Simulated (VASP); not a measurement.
# CeC in VASP: a series of runs

Runs on CeC. Level: PBE. Tasks: single point.

All numbers are computed with VASP 6.6.1; they aren't measurements. Logs are shortened: lines on timing, memory, paths and dates and some standing lists are left out, and cuts for length are marked.

### 1 The cell of the first run

It takes space group F-43m (No. 216, cubic). Conventional cell: a = 5.492 Å, b = 5.492 Å, c = 5.492 Å, α = 90.00°, β = 90.00°, γ = 90.00°. Within 3.1 Å of Ce (site symmetry -43m) lie 4 C at 2.38 Å. C (site symmetry -43m) has 4 Ce at 2.38 Å within 3.1 Å.

### 2 Single point, PBE

Contents of INCAR:

```
PREC = Accurate
ENCUT = 520
EDIFF = 1E-6
ISMEAR = 0
SIGMA = 0.05
LREAL = False
LASPH = True
NELM = 60
ALGO = Normal
ISIF = 2
LWAVE = False
LCHARG = False
GGA = PE
NBANDS = 24
```

Contents of KPOINTS:

```
Automatic mesh
0
Gamma
  8 8 8
```

Contents of POSCAR:

```
CeC
1.0
    0.0000000000      2.7461610981      2.7461610981
    2.7461610981      0.0000000000      2.7461610981
    5.4923221962      5.4923221962      0.0000000000
Ce C
2 2
Direct
    0.0000000000      0.0000000000      0.0000000000
    0.0000000000      0.0000000000      0.5000000000
    0.2500000000      0.2500000000      0.1250000000
    0.2500000000      0.2500000000      0.6250000000
```

Potentials or basis: VASP PAW PBE potentials, release 64 (Ce, C).

On the command line:

```
> cat potpaw_PBE.64/Ce/POTCAR potpaw_PBE.64/C/POTCAR > POTCAR
> mpirun -np 1 vasp_std > vasp.out
```

OUTCAR:

```text
PREC = Accurate
   ENCUT = 520
   EDIFF = 1E-6
   ISMEAR = 0
   LREAL = False
   LASPH = True
   NELM = 60
   ISIF = 2
   GGA = PE

 ion  position               nearest neighbor table
   1  0.000  0.000  0.000-   3 2.38   4 2.38   3 2.38   3 2.38
   2  0.000  0.000  0.500-   3 2.38   4 2.38   4 2.38   4 2.38
   3  0.250  0.250  0.125-   1 2.38   1 2.38   1 2.38   2 2.38
   4  0.250  0.250  0.625-   2 2.38   2 2.38   1 2.38   2 2.38

  LATTYP: Found a trigonal (rhomboedric) cell.
 ALAT       =     6.7266934418
 COS(alpha) =     0.8333333333

  Lattice vectors:

 A1 = (   5.4923221962,   2.7461610981,  -2.7461610981)
 A2 = (   2.7461610981,   2.7461610981,  -5.4923221962)
 A3 = (   2.7461610981,   5.4923221962,  -2.7461610981)

Analysis of symmetry for initial positions (statically):
=====================================================================
 Subroutine PRICEL returns following result:

  LATTYP: Found a face centered cubic cell.
 ALAT       =     5.4923221962

  Lattice vectors:

 A1 = (   0.0000000000,   2.7461610981,   2.7461610981)
 A2 = (   2.7461610981,   0.0000000000,   2.7461610981)
 A3 = (   2.7461610981,   2.7461610981,   0.0000000000)

   2 primitive cells build up your supercell.

 Routine SETGRP: Setting up the symmetry group for a
 trigonal (rhombohedral) supercell.

 Subroutine GETGRP returns: Found  6 space group operations
 (whereof  6 operations were pure point group operations)
 out of a pool of 12 trial point group operations.

The static configuration has the point symmetry C_3v.

Analysis of symmetry for dynamics (positions and initial velocities):
=====================================================================
 Subroutine PRICEL returns following result:

  LATTYP: Found a face centered cubic cell.
 ALAT       =     5.4923221962

  Lattice vectors:

 A1 = (   0.0000000000,   2.7461610981,   2.7461610981)
 A2 = (   2.7461610981,   0.0000000000,   2.7461610981)
 A3 = (   2.7461610981,   2.7461610981,   0.0000000000)

   2 primitive cells build up your supercell.

 Routine SETGRP: Setting up the symmetry group for a
 trigonal (rhombohedral) supercell.

 Subroutine GETGRP returns: Found  6 space group operations
 (whereof  6 operations were pure point group operations)
 out of a pool of 12 trial point group operations.

The dynamic configuration has the point symmetry C_3v.

 Subroutine INISYM returns: Found  6 space group operations
 (whereof  6 operations are pure point group operations),
 and found     2 'primitive' translations

----------------------------------------------------------------------------------------

                                     Primitive cell

  volume of cell :      41.4198

  direct lattice vectors                    reciprocal lattice vectors
     0.000000000  2.746161098  2.746161098    -0.182072348  0.182072348  0.182072348
     2.746161098  0.000000000  2.746161098     0.182072348 -0.182072348  0.182072348
     2.746161098  2.746161098  0.000000000     0.182072348  0.182072348 -0.182072348

  length of vectors
     3.883658269  3.883658269  3.883658269     0.315358558  0.315358558  0.315358558

  position of ions in fractional coordinates (direct lattice)
     0.000000000  0.000000000  0.000000000
     0.250000000  0.250000000  0.250000000

  ion indices of the primitive-cell ions
   primitive index   ion index
                 1           1
                 2           3

----------------------------------------------------------------------------------------

 KPOINTS: Automatic mesh

Automatic generation of k-mesh.
 Grid dimensions read from file:
 generate k-points for:    8    8    8

 Generating k-lattice:

  Cartesian coordinates                     Fractional coordinates (reciprocal lattice)
    -0.022759044  0.022759044  0.022759044     0.125000000  0.000000000  0.000000000
     0.022759044 -0.022759044  0.022759044     0.000000000  0.125000000  0.000000000
     0.011379522  0.011379522 -0.011379522     0.000000000  0.000000000  0.125000000

  Length of vectors
     0.039419820  0.039419820  0.019709910

  Shift w.r.t. Gamma in fractional coordinates (k-lattice)
     0.000000000  0.000000000  0.000000000

 Subroutine IBZKPT returns following result:
 ===========================================

 Found     65 irreducible k-points:

 Following reciprocal coordinates:
            Coordinates               Weight
  0.000000  0.000000  0.000000      1.000000
  0.125000  0.000000  0.000000      6.000000
  0.250000  0.000000  0.000000      6.000000
  0.375000  0.000000  0.000000      6.000000
  0.500000  0.000000  0.000000      3.000000
  0.125000  0.125000  0.000000      6.000000
[... 16 lines left out ...]
  0.375000  0.000000  0.125000      6.000000
  0.500000  0.000000  0.125000      6.000000
 [... further k-points ...]
   k-points           NKPTS =     65   k-points in BZ     NKDIM =     65   number of bands    NBANDS=     24
   number of dos      NEDOS =    301   number of ions     NIONS =      4
   total plane-waves  NPLWV =  54000
   dimension x,y,z NGX =    30 NGY =   30 NGZ =   60
   dimension x,y,z NGXF=    60 NGYF=   60 NGZF=  120
   ions per type =               2   2
   NGX,Y,Z   is equivalent  to a cutoff of  12.84, 12.84, 12.84 a.u.
   NGXF,Y,Z  is equivalent  to a cutoff of  25.68, 25.68, 25.68 a.u.
 SYSTEM =  unknown system
   PREC   = accura    normal or accurate (medium, high low for compatibility)
   ISTART =      0    job   : 0-new  1-cont  2-samecut
   ICHARG =      2    charge: 1-file 2-atom 10-const
   ISPIN  =      1    spin polarized calculation?
   LNONCOLLINEAR =      F non collinear calculations
   LSORBIT =      F    spin-orbit coupling
   LASPH  =      T    aspherical Exc in radial PAW
   ENCUT  =  520.0 eV  38.22 Ry    6.18 a.u.   7.22  7.22 14.44*2*pi/ulx,y,z
   NELM   =     60;   NELMIN=  2; NELMDL= -5     # of ELM steps
   EDIFF  = 0.1E-05   stopping-criterion for ELM
   LREAL  =      F    real-space projection
[... 7 lines left out ...]
   TEBEG  =    0.0;   TEEND  =   0.0 temperature during run
   PSTRESS=    0.0 pullay stress
   NELECT =      32.0000    total number of electrons
   NUPDOWN=      -1.0000    fix difference up-down
   EMIN   =  10.00;   EMAX   =-10.00  energy-range for DOS
   EFERMI =   0.00;   METHOD = LEGACY
   ISMEAR =     0;   SIGMA  =   0.05  broadening in eV -4-tet -1-fermi 0-gaus
   EFERMI_NEDOS =   21; number of points for ismear=-14 and -15
   IALGO  =     38    algorithm
   IMIX   =      4    mixing-type and parameters
     AMIX     =   0.40;   BMIX     =  1.00
     AMIX_MAG =   1.60;   BMIX_MAG =  1.00
  volume/ion in A,a.u.               =      20.71       139.76
  Fermi-wavevector in a.u.,A,eV,Ry     =   1.192282  2.253085 19.341161  1.421535
  Thomas-Fermi vector in A             =   2.328323
   LORBIT       =      0    0 simple, 1 ext, 2 COOP (PROOUT), +10 PAW based schemes
   GGA     = PE    functional components
   LHFCALC =     F    Hartree Fock is set to
   AEXX    =    0.0000 exact exchange contribution
   IVDW    =     0    specifies the selected vdW correction
   LEPSILON=     F    determine dielectric tensor
   LRPA    =     F    only Hartree local field effects (RPA)
 non-spin polarized calculation
 Gauss-broadening in eV      SIGMA  =   0.05
  energy-cutoff  :      520.00
  volume of cell :       82.84
 maximum number of plane-waves:      2253
 NGX is ok and might be reduce to    30
   NGX = 15   NGY = 15   NGZ = 29

 number of electron      32.0000003 magnetization

 Free energy of the ion-electron system (eV)
  ---------------------------------------------------
  ext. energy  EPLUGINS =         0.00000000
  ---------------------------------------------------
  free energy    TOTEN  =       -29.88383039 eV

  energy without entropy =      -29.88381017  energy(sigma->0) =      -29.88382028

 E-fermi :   5.8592     XC(G=0): -10.1477

 val. band max:        5.7669356940   @ k =   0.5000   0.0000   0.0000
 cond. band min:       5.9273458995   @ k =   0.0000   0.0000   0.0000
 fundamental gap:      0.1604102055
 Fermi energy:         5.8591839478

 k-point     1 :       0.0000    0.0000    0.0000
  band No.  band energies     occupation
      1     -28.0872      2.00000
      2     -27.9687      2.00000
      3     -11.6675      2.00000
      4     -10.5838      2.00000
      5     -10.5838      2.00000
      6     -10.4245      2.00000
[... 16 lines left out ...]
     23       6.6451      0.00000
     24       6.6451      0.00000

 k-point     2 :       0.1250    0.0000    0.0000
  band No.  band energies     occupation
      1     -28.0700      2.00000
      2     -27.9632      2.00000
      3     -11.6079      2.00000
      4     -10.7015      2.00000
      5     -10.6362      2.00000
      6     -10.6219      2.00000
[... 16 lines left out ...]
     23       6.6353      0.00000
     24       6.6516      0.00000

 k-point     3 :       0.2500    0.0000    0.0000
  band No.  band energies     occupation
      1     -28.0285      2.00000
      2     -27.9495      2.00000
      3     -11.5184      2.00000
      4     -11.0982      2.00000
      5     -10.8983      2.00000
      6     -10.7121      2.00000
[... 16 lines left out ...]
     23       6.6250      0.00000
     24       6.6652      0.00000
[... 514 lines left out ...]
 k-point    23 :       0.3750    0.0000    0.1250
  band No.  band energies     occupation
      1     -27.9900      2.00000
      2     -27.9322      2.00000
      3     -11.5689      2.00000
      4     -11.4494      2.00000
      5     -10.9817      2.00000
      6     -10.7845      2.00000
[... 16 lines left out ...]
     23       6.6246      0.00000
     24       6.6677      0.00000

 k-point    24 :       0.5000    0.0000    0.1250
  band No.  band energies     occupation
      1     -27.9674      2.00000
      2     -27.9315      2.00000
      3     -11.6514      2.00000
      4     -11.6420      2.00000
      5     -10.8518      2.00000
      6     -10.8260      2.00000
[... 16 lines left out ...]
     23       6.6183      0.00000
     24       6.6658      0.00000

 [... further k-points ...]

------------------------ aborting loop because EDIFF is reached ----------------------------------------

  FORCE on cell =-STRESS in cart. coord.  units (eV):
  Direction    XX          YY          ZZ          XY          YZ          ZX
  --------------------------------------------------------------------------------------
  -------------------------------------------------------------------------------------
  Total       -0.0467759     -0.0467759     -0.0467759      0.0000263     -0.0000263     -0.0000263
  in kB       -0.9046796     -0.9046796     -0.9046796      0.0005084     -0.0005084     -0.0005084
  external PRESSURE =      -0.9046796 kB  Pullay stress =       0.0000000 kB

 VOLUME and BASIS-vectors are now :
 -----------------------------------------------------------------------------
  energy-cutoff  :      520.00
  volume of cell :       82.84
      direct lattice vectors                 reciprocal lattice vectors
     0.000000000  2.746161098  2.746161098    -0.182072348  0.182072348  0.182072348
     2.746161098  0.000000000  2.746161098     0.182072348 -0.182072348  0.182072348
     5.492322196  5.492322196  0.000000000     0.091036174  0.091036174 -0.091036174

 POSITION                                       TOTAL-FORCE (eV/Angst)
 -----------------------------------------------------------------------------------
      0.00000      0.00000      0.00000        -0.000067     -0.000067      0.000067
      2.74616      2.74616      0.00000        -0.000067     -0.000067      0.000067
      1.37308      1.37308      1.37308         0.000067      0.000067     -0.000067
      4.11924      4.11924      1.37308         0.000067      0.000067     -0.000067
 -----------------------------------------------------------------------------------
    total drift:                               -0.000007     -0.000007      0.000007

  FREE ENERGIE OF THE ION-ELECTRON SYSTEM (eV)
  ---------------------------------------------------
  free  energy   TOTEN  =       -29.8838303887 eV

  energy  without entropy=      -29.8838101702  energy(sigma->0) =      -29.88382028
```

Run time: 2.7 min. Hardware: 1 thread of Intel Xeon 6975P-C (Granite Rapids), shared host; peak memory 0.3 GiB.

Results:

```yaml
Free_energy: -29.8838 eV
Pressure: -0.1 GPa
Band_gap_on_the_k_mesh: 0.16 eV
```

Caveat: spin-orbit coupling is left out, which moves the levels of the heavy elements; semilocal functionals describe open f shells poorly, which spoils levels, moments and volumes.

### 3 Single point, PBE

INCAR: that of step 2 with these lines changed.

```diff
@@ -2,3 +2,3 @@
 ENCUT = 520
-EDIFF = 1E-6
+EDIFF = 1E-7
 ISMEAR = 0
@@ -7,3 +7,3 @@
 LASPH = True
-NELM = 60
+NELM = 80
 ALGO = Normal
```

KPOINTS is that of step 2.

Contents of POSCAR:

```
CeC
1.0
    0.0001450857      2.7472044794      2.7440853349
    2.7448207259     -0.0001049262      2.7443353469
    5.4898115084      5.4950790391     -0.0003799088
Ce C
2 2
Direct
   -0.0094018660     -0.0025087578      0.0025378087
   -0.0094838425     -0.0024663134      0.5025390784
    0.2405868065      0.2474764242      0.1275577401
    0.2404625625      0.2475438369      0.6275617775
```

Potentials or basis: VASP PAW PBE potentials, release 64 (Ce, C).

On the command line:

```
> cat potpaw_PBE.64/Ce/POTCAR potpaw_PBE.64/C/POTCAR > POTCAR
> mpirun -np 1 vasp_std > vasp.out
```

OUTCAR:

```text
PREC = Accurate
   ENCUT = 520
   EDIFF = 1E-7
   ISMEAR = 0
   LREAL = False
   LASPH = True
   NELM = 80
   ISIF = 2
   GGA = PE

 ion  position               nearest neighbor table
   1  0.991  0.997  0.003-   3 2.38   3 2.38   4 2.38   3 2.38
   2  0.991  0.998  0.503-   4 2.38   4 2.38   4 2.38   3 2.38
   3  0.241  0.247  0.128-   1 2.38   1 2.38   2 2.38   1 2.38
   4  0.240  0.248  0.628-   2 2.38   2 2.38   1 2.38   2 2.38

  LATTYP: Found a triclinic cell.
[... 851 lines left out ...]
  FORCE on cell =-STRESS in cart. coord.  units (eV):
  Direction    XX          YY          ZZ          XY          YZ          ZX
  --------------------------------------------------------------------------------------
  -------------------------------------------------------------------------------------
  Total       -0.0570923     -0.0616204     -0.0563894     -0.0011128      0.0025748     -0.0005543
  in kB       -1.1049957     -1.1926356     -1.0913918     -0.0215372      0.0498349     -0.0107279
  external PRESSURE =      -1.1296743 kB  Pullay stress =       0.0000000 kB

 VOLUME and BASIS-vectors are now :
 -----------------------------------------------------------------------------
  energy-cutoff  :      520.00
  volume of cell :       82.78
      direct lattice vectors                 reciprocal lattice vectors
     0.000145086  2.747204479  2.744085335    -0.182172875  0.182010843  0.182212054
     2.744820726 -0.000104926  2.744335347     0.182168887 -0.181981667  0.182178890
     5.489811508  5.495079039 -0.000379909     0.091078809  0.090983205 -0.091091439

 POSITION                                       TOTAL-FORCE (eV/Angst)
 -----------------------------------------------------------------------------------
      2.75201      2.73522      5.45574        -0.000155      0.000198     -0.000061
      5.49704      5.48254      5.45544        -0.000024      0.000052     -0.000060
      1.37958      1.36186      1.33930         0.000649      0.000038     -0.000420
      4.12469      4.10908      1.33895        -0.000471     -0.000287      0.000541
 -----------------------------------------------------------------------------------
    total drift:                                0.000123     -0.000150      0.000181

  FREE ENERGIE OF THE ION-ELECTRON SYSTEM (eV)
  ---------------------------------------------------
  free  energy   TOTEN  =       -29.8838295682 eV

  energy  without entropy=      -29.8838091982  energy(sigma->0) =      -29.88381938
```

OSZICAR:

```text
N       E                     dE             d eps       ncg     rms          rms(c)
DAV:   1     0.322177437445E+03    0.32218E+03   -0.12970E+04 12480   0.158E+03
DAV:   2     0.187631599057E+02   -0.30341E+03   -0.28945E+03 18600   0.286E+02
DAV:   3    -0.370192476296E+02   -0.55782E+02   -0.54890E+02 18096   0.143E+02
[... 21 lines left out ...]
DAV:  25    -0.298838401474E+02    0.48535E-04   -0.14187E-04 19072   0.777E-02    0.500E-02
DAV:  26    -0.298838283745E+02    0.11773E-04   -0.12402E-04 22912   0.636E-02    0.561E-03
DAV:  27    -0.298838293924E+02   -0.10179E-05   -0.11009E-05 19408   0.173E-02    0.695E-03
DAV:  28    -0.298838296478E+02   -0.25546E-06   -0.12360E-06 24184   0.518E-03    0.576E-03
DAV:  29    -0.298838295682E+02    0.79639E-07   -0.87589E-07 17248   0.594E-03
   1 F= -.29883830E+02 E0= -.29883819E+02  d E =-.203700E-04
```

stdout:

```text
POSCAR found type information on POSCAR CeC
 POSCAR found :  2 types and       4 ions
 scaLAPACK will be used
 LDA part: xc-table for (Slater+PW92), standard interpolation
 POSCAR, INCAR and KPOINTS ok, starting setup
 FFT: planning ... GRIDC
 FFT: planning ... GRID_SOFT
 FFT: planning ... GRID
 WAVECAR not read
 entering main loop
```

It took 11 min on 1 thread of Intel Xeon 6975P-C (Granite Rapids), shared host; peak memory 0.62 GiB.

Results:

```yaml
Free_energy: -29.8838 eV
Pressure: -0.1 GPa
Band_gap_on_the_k_mesh: 0.16 eV
```

Caveat: spin-orbit coupling is left out, which moves the levels of the heavy elements; semilocal functionals describe open f shells poorly, which spoils levels, moments and volumes.
